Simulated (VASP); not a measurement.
Crystal: AlN.

```
CELL_PARAMETERS angstrom
3.08862 0.00000 0.00000
-1.54431 2.67482 0.00000
0.00000 0.00000 5.53680
ATOMIC_POSITIONS crystal
Al 0.33333 0.66667 0.00152
Al 0.66667 0.33333 0.50152
N 0.33333 0.66667 0.38348
N 0.66667 0.33333 0.88348
```

```yaml
Program: VASP 6.6.1
Task: relaxation of the atoms
Functional: LDA
Potentials_or_basis: VASP PAW LDA potentials, release 64 (Al, N)
Cutoff: 520 eV
k_mesh: 9 × 9 × 6
Occupations: gaussian, width 0.05 eV
Spin: no spin polarisation
```

At the start: pressure -15.5 GPa; volume 11.44 Å³/atom.

Question: Where does the relaxation end?

Answer: Over 3 steps the energy falls by 3.2 meV/atom; space group P6_3mc (No. 186, to 0.1 Å) before and after.

Step by step:
```tsv
step	energy change (eV)	largest force (eV/Å)	pressure (GPa)
1	0.0000	0.2830	-15.49
2	-0.0109	0.1135	-16.32
3	-0.0129	0.0027	-16.78
```

Final structure:
```
Al N
1.0
     3.08862    0.00000    0.00000
    -1.54431    2.67482    0.00000
     0.00000    0.00000    5.53680
Al N
2 2
Direct
  0.33333 0.66667 0.00547
  0.66667 0.33333 0.50547
  0.33333 0.66667 0.37953
  0.66667 0.33333 0.87953
```
